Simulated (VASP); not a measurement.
Runs of VASP 6.6.1 on ZnSe. The structure is that of space group F-43m (No. 216), or close to it. The cells are those of the table. 

| task | level | cell | cutoff (eV) | smearing | dipole correction | grid for exact exchange (PRECFOCK) | share of exact exchange | screening parameter | tolerance level | gap on the mesh (eV) | pressure (GPa) | relaxed volume (Å³/atom) |
| --- | --- | --- | --- | --- | --- | --- | --- | --- | --- | --- | --- | --- |
| relaxation of cell and atoms | PBE-based screened hybrid with 25 % exact exchange | relaxed from a = 4.008 Å, angles 60.0°, 2 atoms | 600 | fermi-dirac 0.05 eV | no | Normal | 0.25 | 0.3 1/Å | - | 2.12 | 0.0 | 23.34 |
| single point | r2SCAN50 | a = 4.008 Å, angles 60.0°, 2 atoms | 520 | fermi-dirac 0.05 eV | no | Normal | 0.5 | - | - | 5.14 | -0.6 | - |
| single point | PBE-based screened hybrid with 25 % exact exchange | a = 4.041 Å, angles 60.0°, 2 atoms | 520 | fermi-dirac 0.05 eV | no | Normal | 0.25 | 0.3 1/Å | - | 2.12 | 0.0 | - |
| relaxation of cell and atoms | PBEsol-based screened hybrid with 25 % exact exchange | relaxed from a = 4.008 Å, angles 60.0°, 2 atoms | 600 | fermi-dirac 0.05 eV | no | Normal | 0.25 | 0.207 1/Å | - | 2.35 | -0.1 | (a) |
| single point | HF | a = 4.008 Å, angles 60.0°, 2 atoms | 520 | fermi-dirac 0.05 eV | no | Normal | 1 | - | - | 9.22 | 6.5 | - |
| band structure | HSEsol | a = 4.008 Å, angles 60.0°, 2 atoms | 320 | gaussian 0.03 eV | - | Fast | 0.25 | 0.2 1/Å | screening | (b) | - | - |
| single point | PBEsol-based screened hybrid with 25 % exact exchange | a = 3.990 Å, angles 60.0°, 2 atoms | 520 | fermi-dirac 0.05 eV | no | Normal | 0.25 | 0.207 1/Å | - | 2.35 | 0.0 | - |

Alike in all rows: potentials or basis VASP PAW PBE potentials, release 64 (Se, Zn); no spin polarisation; k mesh 4 × 4 × 4.

**Question.** Estimate the missing entries.

**Answer.** (a) 22.46; (b) 2.30.

Caveats: all runs use coarse meshes; the PAW data sets were made with another functional, which shifts forces and pressure a little; the cutoff is under 1.25 times the usual one of these potentials, so pressure, stress and relaxed cells hold a basis-set (Pulay) error (at least some runs).

A k mesh can miss the band edges, and the runs leave out spin-orbit coupling on Se.
